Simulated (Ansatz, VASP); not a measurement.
Given: the input of a run of Ansatz 0.2.0 on SnSe.

input.yaml

```yaml
crystal:
  lattice:
    - [11.6439784321, 0.0, 0.0]
    - [0.0, 4.2721777259, 0.0]
    - [0.0, 0.0, 4.547473188]
  atoms:
    - { symbol: Sn, position: [0.877, 0.75, 0.909] }
    - { symbol: Sn, position: [0.623, 0.25, 0.409] }
    - { symbol: Sn, position: [0.377, 0.75, 0.591] }
    - { symbol: Sn, position: [0.123, 0.25, 0.091] }
    - { symbol: Se, position: [0.643, 0.75, 0.984] }
    - { symbol: Se, position: [0.857, 0.25, 0.484] }
    - { symbol: Se, position: [0.143, 0.75, 0.516] }
    - { symbol: Se, position: [0.357, 0.25, 0.016] }
kpoints:
  mp_grid: { grid: [3, 6, 6] }
scf:
  occupations: { method: fermi_dirac, width: 0.05 }
hamiltonian:
  xc: pbesol
  pseudopotentials: { kind: all_electron, lapw: { basis_error: 0.001 } }
output:
  forces: true
  stress: true
  eigenvalues: true
```

Potentials or basis: all-electron LAPW, scalar-relativistic.

The run is started by

```console
$ ansatz run input.yaml --threads 4 --pin off --max-ram 12288MiB --backend cpu --events-out ev --progress --plain --runs-dir out
```

**Question.** Translate it to VASP 6.6.1. Potentials there: VASP PAW PBE potentials, release 64 (Sn_d, Se).

**Answer.** As run (the cutoff follows the program's own potentials):

Contents of INCAR:

```
  ALGO = Normal
  EDIFF = 1E-6
  ENCUT = 520
  GGA = PS
  ISIF = 2
  ISMEAR = -1
  LASPH = T
  LCHARG = F
  LREAL = F
  LWAVE = F
  NBANDS = 50
  NELM = 80
  PREC = Accurate
  SIGMA = 0.05
```

Contents of KPOINTS:

```
k-points
0
Gamma
  3 6 6
```

File POSCAR:

```
SnSe
1.0
   11.6439784321      0.0000000000      0.0000000000
    0.0000000000      4.2721777259      0.0000000000
    0.0000000000      0.0000000000      4.5474731880
Sn Se
4 4
Direct
    0.8770000000      0.7500000000      0.9090000000
    0.6230000000      0.2500000000      0.4090000000
    0.3770000000      0.7500000000      0.5910000000
    0.1230000000      0.2500000000      0.0910000000
    0.6430000000      0.7500000000      0.9840000000
    0.8570000000      0.2500000000      0.4840000000
    0.1430000000      0.7500000000      0.5160000000
    0.3570000000      0.2500000000      0.0160000000
```

Potentials or basis: VASP PAW PBE potentials, release 64 (Sn_d, Se).

The run is started by

```sh
$ cat potpaw_PBE.64/Sn_d/POTCAR potpaw_PBE.64/Se/POTCAR > POTCAR
$ mpirun -np 1 vasp_std > vasp.out
```

Both were run:

|  | VASP | Ansatz | Ansatz less VASP |
| --- | --- | --- | --- |
| gap on the k mesh at the Fermi level (eV) | 0.52 | 0.52 | +0.006 |
| least direct gap on the mesh (eV) | 0.70 | 0.71 | +0.009 |
| pressure (GPa) | -3.2 | -3.2 | -0.04 |
| traceless stress, the component that is largest in VASP (GPa) | 1.37 | 1.34 | -0.026 |
| rms of the force components (eV/Å) | 0.115 | 0.121 | +0.0065 |

VASP's potentials were made for PBE, not for PBEsol. Atom by atom the forces differ by 0.009 eV/Å (rms over components). Ansatz ran all-electron here, and VASP with PAW potentials.
